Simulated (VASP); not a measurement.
**P: single point with PBE**

P:

```
P
1.0
     2.46869    0.00000    0.00000
     0.00000    2.46869    0.00000
     0.00000    0.00000    2.46869
P
1
Direct
  0.00000 0.00000 0.00000
```

This cell differs from its parent crystal: volume scaled by 1.03.

```yaml
Program: VASP 6.6.1
Task: single point
Functional: PBE
Potentials_or_basis: VASP PAW PBE potentials, release 64 (P)
Cutoff: 520 eV
k_mesh: 22 × 22 × 22
Occupations: gaussian, width 0.1 eV
Spin: no spin polarisation
```

```
Pressure : -3.3 GPa
```

Levels at points of the mesh, in eV from the Fermi level:
```tsv
k point	band 1	band 2	band 3	band 4	band 5	band 6	band 7	band 8
(0.00, 0.00, 0.00)	-16.11	4.90	4.90	4.90	6.91	6.91	13.95	24.05
(0.50, 0.00, 0.00)	-11.96	-8.33	7.58	7.58	9.40	14.29	14.29	16.51
(0.50, 0.50, 0.00)	-7.48	-5.05	-5.05	1.25	10.06	16.74	16.74	16.78
(0.50, 0.50, 0.50)	-2.09	-2.09	-2.09	-1.97	4.85	4.85	4.85	11.05
```

It took 13 s on 1 thread of Intel(R) Xeon(R) Platinum 8488C (Sapphire Rapids) (shared host), peak memory 0.14 GiB.
